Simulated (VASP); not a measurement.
The system is AlN.

```
Al N
1.0
     0.00000    2.20159    2.20159
     2.20159    0.00000    2.20159
     2.20159    2.20159    0.00000
Al N
1 1
Cartesian
  0.0000 0.0000 0.0000
  3.3024 3.3024 3.3024
```

```yaml
Program: VASP 6.6.1
Task: relaxation of cell and atoms
Functional: LDA
Potentials_or_basis: VASP PAW LDA potentials, release 64 (Al, N)
Cutoff: 600 eV
k_mesh: 10 × 10 × 10
Occupations: fermi-dirac, width 0.02 eV
Spin: no spin polarisation
```

At the start: pressure -7.7 GPa; volume 10.67 Å³/atom.

Task: How do energy, volume and symmetry change on relaxing?

Result: Over 3 steps the energy falls by 10.2 meV/atom and the volume is 10.26 Å³/atom (-3.8 %); space group F-43m (No. 216, to 0.05 Å).

Step by step:
| step | energy change (eV) | largest force (eV/Å) | pressure (GPa) | volume (Å³) |
| --- | --- | --- | --- | --- |
| 1 | 0.0000 | 0.0000 | -7.68 | 21.34 |
| 2 | -0.0028 | 0.0000 | 8.07 | 19.80 |
| 3 | -0.0204 | 0.0000 | -0.05 | 20.52 |

Final structure:
```cif
data_structure
_symmetry_space_group_name_H-M 'P 1'
_symmetry_Int_Tables_number 1
_cell_length_a 3.0732
_cell_length_b 3.0732
_cell_length_c 3.0732
_cell_angle_alpha 60.000
_cell_angle_beta 60.000
_cell_angle_gamma 60.000
_cell_volume 20.52
loop_
_atom_site_label
_atom_site_type_symbol
_atom_site_fract_x
_atom_site_fract_y
_atom_site_fract_z
_atom_site_occupancy
Al1 Al 0.00000 0.00000 0.00000 1
N1 N 0.75000 0.75000 0.75000 1
```
